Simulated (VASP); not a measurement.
Crystal: BN.

```
B N
1.0
     0.00000    3.29286    2.16328
     1.21981    0.00000    2.16328
     1.21981    3.29286    0.00000
B N
1 1
Cartesian
  1.2198 3.2929 -0.0035
  1.2198 3.2929 2.8881
```

This cell differs from its parent crystal: uniaxial x strain -2.5%.

Program: VASP 6.6.1. Alike in all runs: task single point; potentials or basis VASP PAW PBE potentials, release 64 (B, N); no spin polarisation; cell as given; cutoff (eV) 520.

Q: Order these runs on this cell by their band gap on the k mesh, lowest first.
A. level r2SCAN; k mesh 12 × 12 × 12; smearing gaussian 0.01 eV
B. level HSE06; k mesh 8 × 8 × 8; smearing gaussian 0.01 eV; grid for exact exchange (PRECFOCK) Normal; share of exact exchange 0.25; screening parameter 0.2079 1/Å
C. level PBE; k mesh 12 × 12 × 12; smearing fermi-dirac 0.02 eV

A: C (3.49 eV), A (3.98 eV), B (4.65 eV).

A k mesh can miss the band edges.
